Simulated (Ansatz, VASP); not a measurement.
## Bi2Se3 in VASP and in Ansatz

```
Bi Se
1.0
     2.13364    1.23186    9.54533
    -2.13364    1.23186    9.54533
     0.00000   -2.46372    9.54533
Bi Se
2 3
Direct
  0.40080 0.40080 0.40080
  0.59920 0.59920 0.59920
  0.00000 0.00000 0.00000
  0.21170 0.21170 0.21170
  0.78830 0.78830 0.78830
```

Change from the starting cell: equal xx and yy strain of +3 %, crystal datasets.

Alike in both runs: task electric field gradients; functional PBE; k mesh 6 × 6 × 6; occupations fermi-dirac, width 0.03 eV; no spin polarisation.

|  | VASP | Ansatz |
| --- | --- | --- |
| version | VASP 6.6.1 | Ansatz 0.2.0 |
| potentials or method | VASP PAW PBE potentials, release 64 (Bi_d, Se), cutoff 520 eV | all-electron PAW with datasets made for the crystal, scalar-relativistic |

```csv
,VASP,Ansatz,Ansatz less VASP
pressure (GPa),-1.0,-1.0,0.00
"traceless stress, the component that is largest in VASP (GPa)",0.81,0.81,0.000
rms of the force components (eV/Å),0.064,0.067,+0.0033
size of Vzz on the site where it differs most (V/Å²),53.7,56.2,+2.55
```

Atom by atom the forces differ by 0.004 eV/Å (rms over components). Ansatz ran all-electron here, and VASP with PAW potentials.

Neither program's run includes spin-orbit coupling.
